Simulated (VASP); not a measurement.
# Si5H26C2 in VASP: notebook

The runs below take Si5H26C2 through single point, relaxation of the atoms, with PBE+D3(BJ).

All numbers are computed with VASP 6.6.1; they aren't measurements. Logs are shortened: lines on timing, memory, paths and dates and some standing lists are left out, and cuts for length are marked.

## Step 1: The cell of the first run

The cell holds an amorphous packing of atoms, 33 atoms: a = 8.203 Å, b = 8.203 Å, c = 8.203 Å, α = 90.00°, β = 90.00°, γ = 90.00°.

## Step 2: Single point, PBE+D3(BJ)

Contents of INCAR:

```
SYSTEM = Si5H26C2
  PREC = Accurate
  ENCUT = 520
  EDIFF = 1E-6
  ISMEAR = -1
  SIGMA = 0.05
  LREAL = Auto
  LASPH = .TRUE.
  NELM = 60
  ALGO = Normal
  ISIF = 2
  LWAVE = .FALSE.
  LCHARG = .FALSE.
  GGA = PE
  IVDW = 12
  NBANDS = 49
```

Contents of KPOINTS:

```
Automatic mesh
0
G
  1 1 1
  0 0 0
```

Contents of POSCAR:

```
Si5H26C2
1.0
    8.2031320000      0.0000000000      0.0000000000
    0.0000000000      8.2031320000      0.0000000000
    0.0000000000      0.0000000000      8.2031320000
C H Si
2 26 5
Direct
    0.8083741673      0.4866921561      0.1766032779
    0.8335596696      0.6579682004      0.1073736227
    0.8941950465      0.4162556448      0.1016684847
    0.8537105096      0.4953717678      0.3053345966
    0.6758638042      0.4363089610      0.1851244135
    0.8082278817      0.7498355506      0.1951937382
    0.9534285197      0.6827392269      0.0715336532
    0.7408024155      0.6862378906      0.0030963783
    0.9496129039      0.3393581866      0.7646835379
    1.0642154728      0.0717043198      0.7012077826
    0.7665852506      0.1052646721      0.7652077280
    0.9116761744      0.2096272497      0.5090372799
    0.4675775058      0.3844507196      0.5015767148
    0.2142108648      0.2654473925      0.4810113991
    0.4077101283      0.2105781060      0.7313182331
    0.2513186427      0.4585443706      0.6723895215
    0.2086642029      0.6747788528     -0.1913415510
    0.4635546521      0.5436947741     -0.1377522634
    0.3410648518      0.7083879669      0.1170162811
    0.2260843785      0.4651028412     -0.0011824752
    0.6461800200      0.6056954831      0.5688071337
    0.5871294037      0.8425440429      0.7375719420
    0.7018173059      0.8298415776      0.4552895162
    0.4059790821      0.7881014227      0.5151325128
    0.4054792730      0.2515136901      0.1066178138
    0.6758394233      0.1251473218      0.1441034961
    0.4228628773      0.0188342696      0.2544637829
    0.5011988104     -0.0298178793      0.0077043744
    0.9160037898      0.1871480308      0.6964413105
    0.3389924726      0.3155623974      0.6019286292
    0.3186587757      0.6142653806     -0.0531626213
    0.5711355126      0.7667437267      0.5756337945
    0.4996384308      0.1054719100      0.1214170392
```

Potentials or basis: VASP PAW PBE potentials, release 64 (C, H, Si).

Started as:

```bash
$ cat potpaw_PBE.64/C/POTCAR potpaw_PBE.64/H/POTCAR potpaw_PBE.64/Si/POTCAR > POTCAR
$ mpirun -np 1 vasp_gam > vasp.out
```

OUTCAR:

```text
SYSTEM = Si5H26C2
   PREC = Accurate
   ENCUT = 520
   EDIFF = 1E-6
   ISMEAR = -1
   LREAL = Auto
   LASPH = .TRUE.
   NELM = 60
   ISIF = 2
   GGA = PE
   IVDW = 12
 IVDW          = 12

 ion  position               nearest neighbor table
   1  0.808  0.487  0.177-   3 1.10   4 1.12   5 1.17   2 1.53
   2  0.834  0.658  0.107-   7 1.05   6 1.06   8 1.17   1 1.53
   3  0.894  0.416  0.102-   1 1.10
   4  0.854  0.495  0.305-   1 1.12
   5  0.676  0.436  0.185-   1 1.17
   6  0.808  0.750  0.195-   2 1.06
   7  0.953  0.683  0.072-   2 1.05
   8  0.741  0.686  0.003-   2 1.17
[... 18 lines left out ...]
  27  0.423  0.019  0.254-  33 1.45
  28  0.501  0.970  0.008-  33 1.45
  29  0.916  0.187  0.696-   9 1.40  11 1.51  10 1.54  12 1.55
  30  0.339  0.316  0.602-  13 1.45  15 1.48  14 1.48  16 1.49
  31  0.319  0.614  0.947-  18 1.49  20 1.50  17 1.53  19 1.61
  32  0.571  0.767  0.576-  24 1.45  21 1.46  22 1.47  23 1.55
  33  0.500  0.105  0.121-  25 1.43  27 1.45  28 1.45  26 1.47

  LATTYP: Found a simple cubic cell.
 ALAT       =     8.2031320000

  Lattice vectors:

 A1 = (   8.2031320000,   0.0000000000,   0.0000000000)
 A2 = (   0.0000000000,   8.2031320000,   0.0000000000)
 A3 = (   0.0000000000,   0.0000000000,   8.2031320000)

Analysis of symmetry for initial positions (statically):
=====================================================================
 Subroutine PRICEL returns:
 Original cell was already a primitive cell.

 Routine SETGRP: Setting up the symmetry group for a
 simple cubic supercell.

 Subroutine GETGRP returns: Found  1 space group operations
 (whereof  1 operations were pure point group operations)
 out of a pool of 48 trial point group operations.

The static configuration has the point symmetry C_1 .

Analysis of symmetry for dynamics (positions and initial velocities):
=====================================================================
 Subroutine PRICEL returns:
 Original cell was already a primitive cell.

 Routine SETGRP: Setting up the symmetry group for a
 simple cubic supercell.

 Subroutine GETGRP returns: Found  1 space group operations
 (whereof  1 operations were pure point group operations)
 out of a pool of 48 trial point group operations.

The dynamic configuration has the point symmetry C_1 .

 Subroutine INISYM returns: Found  1 space group operations
 (whereof  1 operations are pure point group operations),
 and found     1 'primitive' translations

----------------------------------------------------------------------------------------

                                     Primitive cell

  volume of cell :     552.0000

  direct lattice vectors                    reciprocal lattice vectors
     8.203132000  0.000000000  0.000000000     0.121904658  0.000000000  0.000000000
     0.000000000  8.203132000  0.000000000     0.000000000  0.121904658  0.000000000
     0.000000000  0.000000000  8.203132000     0.000000000  0.000000000  0.121904658

  length of vectors
     8.203132000  8.203132000  8.203132000     0.121904658  0.121904658  0.121904658

  position of ions in fractional coordinates (direct lattice)
     0.808374167  0.486692156  0.176603278
     0.833559670  0.657968200  0.107373623
     0.894195047  0.416255645  0.101668485
     0.853710510  0.495371768  0.305334597
     0.675863804  0.436308961  0.185124413
     0.808227882  0.749835551  0.195193738
[... 25 lines left out ...]
     0.571135513  0.766743727  0.575633794
     0.499638431  0.105471910  0.121417039

  ion indices of the primitive-cell ions
   primitive index   ion index
                 1           1
                 2           2
                 3           3
                 4           4
                 5           5
                 6           6
[... 25 lines left out ...]
                32          32
                33          33

----------------------------------------------------------------------------------------

 KPOINTS: Automatic mesh

Automatic generation of k-mesh.
 Grid dimensions read from file:
 generate k-points for:    1    1    1

 Generating k-lattice:

  Cartesian coordinates                     Fractional coordinates (reciprocal lattice)
     0.121904658  0.000000000  0.000000000     1.000000000  0.000000000  0.000000000
     0.000000000  0.121904658  0.000000000     0.000000000  1.000000000  0.000000000
     0.000000000  0.000000000  0.121904658     0.000000000  0.000000000  1.000000000

  Length of vectors
     0.121904658  0.121904658  0.121904658

  Shift w.r.t. Gamma in fractional coordinates (k-lattice)
     0.000000000  0.000000000  0.000000000

 Subroutine IBZKPT returns following result:
 ===========================================

 Found      1 irreducible k-points:

 Following reciprocal coordinates:
            Coordinates               Weight
  0.000000  0.000000  0.000000      1.000000
   k-points           NKPTS =      1   k-points in BZ     NKDIM =      1   number of bands    NBANDS=     49
   number of dos      NEDOS =    301   number of ions     NIONS =     33
   total plane-waves  NPLWV = 262144
   dimension x,y,z NGX =    64 NGY =   64 NGZ =   64
   dimension x,y,z NGXF=   128 NGYF=  128 NGZF=  128
   ions per type =               2  26   5
   NGX,Y,Z   is equivalent  to a cutoff of  12.97, 12.97, 12.97 a.u.
   NGXF,Y,Z  is equivalent  to a cutoff of  25.94, 25.94, 25.94 a.u.
 SYSTEM =  Si5H26C2
   PREC   = accura    normal or accurate (medium, high low for compatibility)
   ISTART =      0    job   : 0-new  1-cont  2-samecut
   ICHARG =      2    charge: 1-file 2-atom 10-const
   ISPIN  =      1    spin polarized calculation?
   LNONCOLLINEAR =      F non collinear calculations
   LSORBIT =      F    spin-orbit coupling
   LASPH  =      T    aspherical Exc in radial PAW
   ENCUT  =  520.0 eV  38.22 Ry    6.18 a.u.  15.25 15.25 15.25*2*pi/ulx,y,z
   NELM   =     60;   NELMIN=  2; NELMDL= -5     # of ELM steps
   EDIFF  = 0.1E-05   stopping-criterion for ELM
   LREAL  =      T    real-space projection
   EDIFFG = 0.1E-04   stopping-criterion for IOM
   NSW    =      0    number of steps for IOM
   IBRION =     -1    ionic relax: 0-MD 1-quasi-New 2-CG
   NFREE  =      0    steps in history (QN), initial steepest desc. (CG)
   ISIF   =      2    stress and relaxation
   ISYM   =      2    0-nonsym 1-usesym 2-fastsym
   POTIM  = 0.5000    time-step for ionic-motion
   TEBEG  =    0.0;   TEEND  =   0.0 temperature during run
   PSTRESS=    0.0 pullay stress
   NELECT =      54.0000    total number of electrons
   NUPDOWN=      -1.0000    fix difference up-down
   EMIN   =  10.00;   EMAX   =-10.00  energy-range for DOS
[... 5 lines left out ...]
     AMIX     =   0.40;   BMIX     =  1.00
     AMIX_MAG =   1.60;   BMIX_MAG =  1.00
  volume/ion in A,a.u.               =      16.73       112.88
  Fermi-wavevector in a.u.,A,eV,Ry     =   0.754327  1.425472  7.741843  0.569009
  Thomas-Fermi vector in A             =   1.851969
   LORBIT       =      0    0 simple, 1 ext, 2 COOP (PROOUT), +10 PAW based schemes
   GGA     = PE    functional components
   LHFCALC =     F    Hartree Fock is set to
   AEXX    =    0.0000 exact exchange contribution
   IVDW    =    12    specifies the selected vdW correction
   LEPSILON=     F    determine dielectric tensor
   LRPA    =     F    only Hartree local field effects (RPA)
 non-spin polarized calculation
  energy-cutoff  :      520.00
  volume of cell :      552.00
 maximum number of plane-waves:      7398
 NGX is ok and might be reduce to    64
   NGX = 31   NGY = 31   NGZ = 31

 number of electron      54.0000002 magnetization

 Free energy of the ion-electron system (eV)
  ---------------------------------------------------
  ext. energy  EPLUGINS =         0.00000000
  ---------------------------------------------------
  free energy    TOTEN  =      -133.18257472 eV

  energy without entropy =     -133.18257472  energy(sigma->0) =     -133.18257472

 E-fermi :  -3.2932     XC(G=0):  -5.4976

 val. band max:       -4.5303281565   @ k =   0.0000   0.0000   0.0000
 cond. band min:       1.2861560735   @ k =   0.0000   0.0000   0.0000
 fundamental gap:      5.8164842300
 Fermi energy:        -3.2932337607

 k-point     1 :       0.0000    0.0000    0.0000
  band No.  band energies     occupation
      1     -15.7243      2.00000
      2     -12.0487      2.00000
      3     -11.2026      2.00000
      4     -10.7643      2.00000
      5     -10.6495      2.00000
      6     -10.5530      2.00000
[... 31 lines left out ...]
     38       3.1799      0.00000
     39       3.3014      0.00000
 [bands above 39 left out]

------------------------ aborting loop because EDIFF is reached ----------------------------------------

 Edisp (eV)   -1.26306

 E8    (eV) :    -0.3520

  FORCE on cell =-STRESS in cart. coord.  units (eV):
  Direction    XX          YY          ZZ          XY          YZ          ZX
  --------------------------------------------------------------------------------------
  -------------------------------------------------------------------------------------
  Total      -2.09261     6.70017    -2.50692     0.74809     0.60286    -0.12345
  in kB      -6.07380    19.44722    -7.27633     2.17132     1.74979    -0.35830
  external pressure =        2.03 kB  Pullay stress =        0.00 kB

 VOLUME and BASIS-vectors are now :
 -----------------------------------------------------------------------------
  energy-cutoff  :      520.00
  volume of cell :      552.00
      direct lattice vectors                 reciprocal lattice vectors
     8.203132000  0.000000000  0.000000000     0.121904658  0.000000000  0.000000000
     0.000000000  8.203132000  0.000000000     0.000000000  0.121904658  0.000000000
     0.000000000  0.000000000  8.203132000     0.000000000  0.000000000  0.121904658

 POSITION                                       TOTAL-FORCE (eV/Angst)
 -----------------------------------------------------------------------------------
      6.63120      3.99240      1.44870        -0.189822      0.319315      0.795075
      6.83780      5.39740      0.88080        -3.623314      0.078804     -1.157497
      7.33520      3.41460      0.83400        -0.502361     -0.937221      0.369637
      7.00310      4.06360      2.50470        -0.108065     -0.603469     -0.571451
      5.54420      3.57910      1.51860         1.780586      0.736586     -0.503323
      6.63000      6.15100      1.60120        -0.442705      0.873557      0.985134
[... 25 lines left out ...]
      4.68510      6.28970      4.72200         1.747605      0.501855     -0.837319
      4.09860      0.86520      0.99600         0.716873     -1.051414      0.497471
 -----------------------------------------------------------------------------------
    total drift:                               -0.002550     -0.011395     -0.002660

  FREE ENERGIE OF THE ION-ELECTRON SYSTEM (eV)
  ---------------------------------------------------
  free  energy   TOTEN  =      -134.4456312674 eV

  energy  without entropy=     -134.4456312674  energy(sigma->0) =     -134.44563127
```

Run time: 29 s. Hardware: 1 thread of AMD EPYC 9R45 (Zen 5), shared host; peak memory 0.51 GiB.

Results:

| Quantity | Value |
| --- | --- |
| Free energy | -134.4456 eV |
| Pressure | 0.2 GPa |
| Largest force | 3.805 eV/Å |
| Band gap on the k mesh | 5.82 eV |
| Dispersion energy per atom | -0.038 eV |

Forces on the atoms (eV/Å):
```
C   -0.190  0.319  0.795
C   -3.623  0.079 -1.157
H   -0.502 -0.937  0.370
H   -0.108 -0.603 -0.571
H    1.781  0.737 -0.503
H   -0.443  0.874  0.985
H    1.702 -0.009 -0.851
H    1.424 -0.374  0.932
H    0.346  1.673  0.994
H   -0.560  0.397  0.472
H    0.241  0.209 -0.095
H   -0.432  0.004  0.789
H    0.713  0.121 -0.303
H    0.004 -0.738  0.054
H   -0.147 -0.380  0.007
H    0.121 -0.052  0.240
H    0.438  0.487  0.699
H    0.299  0.374  0.310
H    0.015 -0.359 -1.575
H    0.031  0.038  0.025
H   -0.379 -0.887  0.435
H    0.057  0.110  0.244
H   -0.760  0.500  0.438
H   -0.577 -0.138 -0.287
H   -0.438  0.957 -0.627
H    0.337  0.446  0.320
H   -0.199 -0.235  1.056
H   -0.391 -0.149 -1.204
Si   0.256 -2.304 -2.063
Si  -0.659  0.811 -0.322
Si  -0.820 -0.418  0.734
Si   1.748  0.502 -0.837
Si   0.717 -1.051  0.497
```

Caveat: the k points lie up to 0.77 Å⁻¹ apart.

## Step 3: Single point, PBE+D3(BJ)

Contents of INCAR:

```
SYSTEM = Si5H26C2
ALGO     = Normal         ! electronic algorithm
EDIFF    = 1E-6           ! SCF threshold, eV
ENCUT    = 520            ! plane-wave cutoff, eV
GGA      = PE             ! functional
ISIF     = 2              ! what is computed and relaxed
ISMEAR   = -1             ! smearing method
IVDW     = 12             ! dispersion correction
LASPH    = .True.         ! aspherical terms in the spheres
LCHARG   = .False.        ! write CHGCAR
LREAL    = Auto         
LWAVE    = .False.        ! write WAVECAR
NBANDS   = 49             ! bands
NELM     = 60             ! most SCF steps
PREC     = Accurate       ! precision mode
SIGMA    = 0.05           ! smearing width, eV
```

Contents of KPOINTS:

```
k-points
0
Gamma
  1 1 1
  0 0 0
```

Contents of POSCAR:

```
Si5H26C2
1.0
    8.2031320000      0.0000000000      0.0000000000
    0.0000000000      8.2031320000      0.0000000000
    0.0000000000      0.0000000000      8.2031320000
C H Si
2 26 5
Direct
    0.8278301507      0.5539957177      0.1855998416
    0.9220014989      0.7123011065      0.1705324259
    0.8533326052      0.4633108427      0.0947808715
    0.8182606351      0.4952376726      0.3040789786
    0.7029388287      0.5910425433      0.1683625230
    0.8506263218      0.8244655822      0.1797484180
    1.0264128384      0.7479582189      0.2345079904
    0.9689835541      0.7110820599      0.0456898658
    0.9669111749      0.2685803422      0.7967688439
    1.0587053823      0.0674010853      0.6045251984
    0.8181509209      0.0202727446      0.7755086716
    0.7994263654      0.2272668537      0.5942364453
    0.3201703935      0.4648712224      0.4044674644
    0.3270336257      0.1842954618      0.4981024321
    0.5261161225      0.3716751114      0.6109251930
    0.1812844167      0.3825490069      0.6356352671
    0.3026526941      0.7255277618     -0.1518688228
    0.4978586228      0.5471812474     -0.0373881586
    0.2673491052      0.6877616988      0.1299503653
    0.2417125556      0.4361748659     -0.0096792298
    0.5717084645      0.6071583390      0.6317708895
    0.5661252312      0.9034963719      0.6870302709
    0.6041594845      0.7712054371      0.4145611701
    0.3592408363      0.7506157404      0.5609320928
    0.5805587427      0.2823555686      0.0223329333
    0.6677571445      0.0361691120      0.0751907930
    0.5216666025      0.1947426910      0.2619974907
    0.3459898000      0.0555031907      0.0578315697
    0.9218552134      0.1407754989      0.6894196022
    0.3369932362      0.3499029395      0.5485465795
    0.3362374274      0.6079385288     -0.0133973219
    0.5284445014      0.7694256291      0.5655278984
    0.5114509921      0.1281827478      0.0993766771
```

Potentials or basis: VASP PAW PBE potentials, release 64 (C, H, Si).

Started as:

```bash
$ cat potpaw_PBE.64/C/POTCAR potpaw_PBE.64/H/POTCAR potpaw_PBE.64/Si/POTCAR > POTCAR
$ mpirun -np 1 vasp_gam > vasp.out
```

It took 31 s on 1 thread of AMD EPYC 9R45 (Zen 5), shared host; peak memory 0.51 GiB.

Results (log left out):

- Free energy: -133.8994 eV
- Pressure: 1.3 GPa
- Largest force: 2.671 eV/Å
- Band gap on the k mesh: 5.70 eV
- Dispersion energy per atom: -0.038 eV

Forces in eV/Å, atoms in the order of the input:
```
C   -0.763  0.641  1.132
C   -0.426  0.330 -1.838
H    0.467 -0.442 -0.493
H    0.582 -0.129  0.490
H   -0.821 -0.096 -0.432
H   -0.680 -0.103 -0.051
H    1.598 -0.549  1.676
H   -0.035  0.341 -0.426
H    0.739  0.814  1.159
H    0.411 -0.267 -0.394
H    0.230 -0.298  0.191
H   -0.268  0.188 -0.967
H    0.207 -0.364  0.133
H   -0.160 -1.257 -0.498
H   -2.007 -0.181 -0.072
H    0.371  0.186  0.657
H   -0.181 -0.460  0.138
H    1.310  0.087  0.355
H    0.513  0.317  0.668
H    0.364  1.322 -0.378
H    0.457  0.109  0.349
H    0.112 -0.223 -0.472
H    0.943  0.518 -2.053
H   -2.092  0.142 -0.446
H   -0.854 -0.271 -0.508
H   -0.521 -0.695  0.025
H   -0.327 -0.139  1.117
H    0.611  0.226 -0.095
Si  -1.163 -0.511  0.118
Si   1.493  1.316 -0.353
Si  -1.986 -1.205 -0.712
Si   0.703 -0.132  2.574
Si   1.171  0.785 -0.595
```

Stress tensor (GPa, compression positive):
```
 1.09 -0.57  0.07
-0.57  0.16  0.34
 0.07  0.34  2.53
```

Levels at points of the mesh, in eV from the valence-band top:
| k point | band 23 | band 24 | band 25 | band 26 | band 27 | band 28 | band 29 | band 30 | band 31 | band 32 |
| --- | --- | --- | --- | --- | --- | --- | --- | --- | --- | --- |
| (0.00, 0.00, 0.00) | -0.68 | -0.49 | -0.31 | -0.14 | 0.00 | 5.70 | 5.94 | 6.27 | 6.48 | 6.63 |

Caveat: the k points lie up to 0.77 Å⁻¹ apart.

(Part 1 of 2 ends here.)
